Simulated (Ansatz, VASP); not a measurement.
## HgTe in VASP and in Ansatz

The input INCAR:

```
SYSTEM = HgTe
ALGO = Normal
EDIFF = 1E-6
ENCUT = 520
GGA = PS
ISIF = 2
ISMEAR = 0
LASPH = .True.
LCHARG = .False.
LREAL = .False.
LWAVE = .False.
NBANDS = 16
NELM = 100
PREC = Accurate
SIGMA = 0.1
```

Contents of KPOINTS:

```
k-points
0
Gamma
  10 10 10
  0 0 0
```

POSCAR

```
HgTe
1.0
    0.0000000000      3.0771170000      3.0771170000
    3.0771170000      0.0000000000      3.0771170000
    3.0771170000      3.0771170000      0.0000000000
Hg Te
1 1
Direct
    0.0000000000      0.0000000000      0.0000000000
    0.5243734639      0.4756265361      0.5243734639
```

Input for Ansatz:

```yaml
crystal:
  lattice:
    - [0.0, 3.077117, 3.077117]
    - [3.077117, 0.0, 3.077117]
    - [3.077117, 3.077117, 0.0]
  atoms:
    - { symbol: Hg, position: [0.0, 0.0, 0.0] }
    - { symbol: Te, position: [0.5243734639, 0.4756265361, 0.5243734639] }
basis:
  ecutwfc: 420
kpoints:
  mp_grid: { grid: [10, 10, 10] }
hamiltonian:
  xc: pbesol
scf:
  occupations: { method: gaussian, width: 0.1 }
output:
  forces: true
  stress: true
  eigenvalues: true
  write_density: true
  write_potential: true
  elf: true
  volumetric_format: npy
```

Change from the starting cell: one atom moved.

Alike in both runs: task single point; functional PBEsol; k mesh 10 × 10 × 10; occupations gaussian, width 0.1 eV; no spin polarisation.

```csv
,VASP,Ansatz
version,VASP 6.6.1,Ansatz 0.2.0
potentials or method,"VASP PAW PBE potentials, release 64 (Hg, Te), cutoff 520 eV","scalar-relativistic, plane waves, PAW"
valence electrons in the cell,18,36
```

|  | VASP | Ansatz | Ansatz less VASP |
| --- | --- | --- | --- |
| gap on the k mesh at the Fermi level (eV) | none | none | - |
| pressure (GPa) | -3.2 | -3.3 | -0.14 |
| traceless stress, the component that is largest in VASP (GPa) | 0.70 | 0.69 | -0.012 |
| rms of the force components (eV/Å) | 0.142 | 0.139 | -0.0033 |

VASP's potentials were made for PBE, not for PBEsol. Atom by atom the forces differ by 0.003 eV/Å (rms over components). A gap of «none» marks a metal or a gap that the smearing closes. VASP's potentials hold 18 valence electrons a cell and Ansatz's 36, so a difference there can come from the potentials and not from the codes.

Neither program's run includes spin-orbit coupling.
